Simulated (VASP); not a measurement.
Write the native input for VASP 6.6.1 that does the following.

```yaml
Task: relaxation of cell and atoms
Functional: PBE
Potentials_or_basis: VASP PAW PBE potentials, release 64 (Rh_pv)
Cutoff: 600 eV
k_mesh: 9 × 9 × 9
Occupations: gaussian, width 0.1 eV
Spin: no spin polarisation
Dipole_correction: no
Further_INCAR_settings: ALGO = Normal; EDIFF = 1e-06; IBRION = 2; EDIFFG = -0.04; NSW = 90; ISIF = 3
```

The structure of Rh lies in POSCAR:

```
Rh
1.0
    1.3473380266      0.7778859723      4.6765387918
   -1.3473380266      0.7778859723      4.6765387918
    0.0000000000     -1.5557719446      4.6765387918
Rh
2
Direct
    0.0890441859      0.0890441859      0.0890441859
    0.9109558141      0.9109558141      0.9109558141
```

One way to write it, as run:

INCAR

```
PREC = Accurate
ENCUT = 600
EDIFF = 1E-6
ISMEAR = 0
SIGMA = 0.1
LREAL = F
LASPH = T
NELM = 100
ALGO = Normal
ISIF = 3
LWAVE = F
LCHARG = F
GGA = PE
IBRION = 2
NSW = 90
EDIFFG = -0.04
```

KPOINTS

```
Automatic mesh
0
Gamma
  9 9 9
```

Potentials or basis: VASP PAW PBE potentials, release 64 (Rh_pv).

Command:

```console
$ cat potpaw_PBE.64/Rh_pv/POTCAR > POTCAR
$ mpirun -np 1 vasp_std > vasp.out
```

Results of the run:

| Property | Result |
| --- | --- |
| Relaxed volume | 14.64 Å³/atom |
| Relaxed cell | a = 4.943 Å, b = 4.943 Å, c = 4.943 Å, α = 31.50°, β = 31.50°, γ = 31.50° |
| Space group after relaxing (to 0.1 Å) | R-3m (No. 166) |
| Energy gained by relaxing | 1.2 meV/atom |
| Ionic steps | 5 |
| Pressure after relaxing | -0.1 GPa |
| Largest force after relaxing | 0.019 eV/Å |
| Band gap on the k mesh | zero (bands 15 and 16 overlap by 2.16 eV) |

It took 2.4 min on 1 thread of Intel(R) Xeon(R) 6975P-C (Granite Rapids), with other jobs on the host, peak memory 0.27 GiB.
